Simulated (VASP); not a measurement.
Set up this calculation in VASP 6.6.1, as the native input.

```yaml
Task: single point
Functional: LDA
Potentials_or_basis: VASP PAW LDA potentials, release 64 (Cu)
Cutoff: 520 eV
k_mesh: 3 × 13 × 2
Occupations: methfessel-paxton, width 0.1 eV
Spin: no spin polarisation
Dipole_correction: no
Further_INCAR_settings: ALGO = Normal; EDIFF = 1e-06; NBANDS = 12
```

The structure of Cu lies in POSCAR:

```
Cu
1.0
   11.5702810671      0.0000000000     -0.0000141758
    0.0000000000      2.2081789086      0.0000000000
   -4.5956589795      0.0000000000     21.7434570771
Cu
1
Direct
    0.5000000000      0.5000000000      0.5000000000
```

The input as run:

INCAR

```
PREC     = Accurate       # precision mode
ENCUT    = 520            # plane-wave cutoff, eV
EDIFF    = 1E-6           # SCF threshold, eV
ISMEAR   = 1              # smearing method
SIGMA    = 0.1            # smearing width, eV
LREAL    = False          # projectors in reciprocal space
LASPH    = True           # aspherical terms in the spheres
NELM     = 80             # most SCF steps
ALGO     = Normal         # electronic algorithm
ISIF     = 2              # what is computed and relaxed
LWAVE    = False          # write WAVECAR
LCHARG   = True           # write CHGCAR
GGA      = CA             # functional
LELF     = True           # ELF
LVHAR    = True         
NBANDS   = 12             # bands
```

KPOINTS

```
Automatic mesh
0
Gamma
  3 13 2
```

Potentials or basis: VASP PAW LDA potentials, release 64 (Cu).

Run with:

```bash
$ cat potpaw_LDA.64/Cu/POTCAR > POTCAR
$ mpirun -np 1 vasp_std > vasp.out
```

It gave:

| Item | Value |
| --- | --- |
| Pressure | 0.0 GPa |
| Band gap on the k mesh | zero (an odd number of electrons rules out a gap without spin polarisation) |

Wall time 6.6 min on 1 thread of Intel Xeon 8259CL, with other jobs on the host, peak memory 0.5 GiB.
